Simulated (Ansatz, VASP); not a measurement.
## Rb: VASP beside Ansatz

INCAR

```
PREC = Accurate ; ENCUT = 520
EDIFF = 1E-7 ; ISMEAR = 0
SIGMA = 0.05 ; LREAL = F
LASPH = T ; NELM = 60
ALGO = Fast ; ISIF = 2
LWAVE = F ; LCHARG = F
GGA = PE ; NBANDS = 10
```

KPOINTS

```
regular mesh
0
Gamma
  10 10 10
```

Contents of POSCAR:

```
Rb
1.0
   -2.8372111260      2.8372111260      2.8372111260
    2.8372111260     -2.8372111260      2.8372111260
    2.8372111260      2.8372111260     -2.8372111260
Rb
1
Direct
    0.0000000000      0.0000000000      0.0000000000
```

Input for Ansatz:

```yaml
crystal:
  lattice:
    - [-2.837211126, 2.837211126, 2.837211126]
    - [2.837211126, -2.837211126, 2.837211126]
    - [2.837211126, 2.837211126, -2.837211126]
  atoms:
    - { symbol: Rb, position: [0.0, 0.0, 0.0] }
basis:
  ecutwfc: 420
  ecutrho_ratio: 4
kpoints:
  mp_grid: { grid: [10, 10, 10] }
hamiltonian:
  xc: pbe
scf:
  occupations: { method: gaussian, width: 0.05 }
output:
  forces: true
  stress: true
  eigenvalues: true
```

Alike in both runs: task single point; functional PBE; k mesh 10 × 10 × 10; occupations gaussian, width 0.05 eV; no spin polarisation.

|  | VASP | Ansatz |
| --- | --- | --- |
| version | VASP 6.6.1 | Ansatz 0.2.0 |
| potentials or method | VASP PAW PBE potentials, release 64 (Rb_sv), cutoff 520 eV | scalar-relativistic, plane waves, PAW |
| valence electrons in the cell | 9 | 9 |

|  | VASP | Ansatz | Ansatz less VASP |
| --- | --- | --- | --- |
| gap on the k mesh at the Fermi level (eV) | none | none | - |
| pressure (GPa) | 0.0 | 0.0 | 0.00 |

A gap of «none» marks a metal or a gap that the smearing closes. With one functional, cell and mesh, what is left measures potentials, basis and numerics.
